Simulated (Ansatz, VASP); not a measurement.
## Two plane-wave programs on Ta2AlN3

```
CELL_PARAMETERS angstrom
3.35334 0.00000 0.00000
-1.67667 2.90408 0.00000
0.00000 0.00000 8.21397
ATOMIC_POSITIONS crystal
Ta 0.00000 0.00000 0.00000
Ta 0.66667 0.33333 0.33333
Al 0.33333 0.66667 0.66667
N 0.33333 0.66667 0.91667
N 0.66667 0.33333 0.58333
N 0.00000 0.00000 0.25000
```

Alike in both runs: task single point; functional PBE; k mesh 6 × 6 × 2; occupations gaussian, width 0.1 eV; no spin polarisation.

|  | VASP | Ansatz |
| --- | --- | --- |
| version | VASP 6.6.1 | Ansatz 0.2.0 |
| potentials or method | VASP PAW PBE potentials, release 64 (Ta_pv, Al, N), cutoff 520 eV | scalar-relativistic, plane waves, PAW |
| valence electrons in the cell | 40 | 44 |

VASP gave:

```
gap on the k mesh at the Fermi level (eV)                     : none
pressure (GPa)                                                : -6.4
traceless stress, the component that is largest in VASP (GPa) : 2.24
rms of the force components (eV/Å)                            : 0.806
```

**Question.** What did Ansatz give for the same quantities?

**Answer.** gap on the k mesh at the Fermi level (eV): none; pressure (GPa): -6.7; traceless stress, the component that is largest in VASP (GPa): 2.21; rms of the force components (eV/Å): 0.796.

Atom by atom the forces differ by 0.017 eV/Å (rms over components). A gap of «none» marks a metal or a gap that the smearing closes. VASP's potentials hold 40 valence electrons a cell and Ansatz's 44, so a difference there can come from the potentials and not from the codes.

The k mesh is coarse, so the values compare programs but aren't converged. Spin-orbit coupling is off throughout.
